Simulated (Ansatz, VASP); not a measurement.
# KB5F: VASP beside Ansatz

```xyz
7
Lattice="3.1034 0.0000 0.0000 0.0000 3.1034 0.0000 0.0000 0.0000 8.4774" Properties=species:S:1:pos:R:3 pbc="T T T"
K     0.0000    0.0000    0.0000
B     1.5517    1.5517    0.0000
B     0.0000    1.5517    2.3746
B     0.0000    1.5517    6.1028
B     1.5517    0.0000    6.1028
B     1.5517    0.0000    2.3746
F     1.5517    1.5517    4.2387
```

Change from the starting cell: species swapped into the MgPPt5 type (P4/mmm, No. 123).

Alike in both runs: task relaxation of cell and atoms; functional PBE; k mesh 12 × 12 × 6; occupations gaussian, width 0.1 eV; no spin polarisation.

```csv
,VASP,Ansatz
version,VASP 6.6.1,Ansatz 0.2.0
potentials or method,"VASP PAW PBE potentials, release 64 (K_sv, B, F), cutoff 600 eV","scalar-relativistic, plane waves, PAW"
valence electrons in the cell,31,31
```

|  | VASP | Ansatz | Ansatz less VASP |
| --- | --- | --- | --- |
| gap on the k mesh at the Fermi level, each at its own relaxed structure (eV) | none | none | - |
| relaxed volume (Å³/atom) | 11.78 | 11.71 | -0.067 |
| relaxed cell length with the largest relative difference (Å) | 3.112 | 3.101 | -0.0110 |

A gap of «none» marks a metal or a gap that the smearing closes.
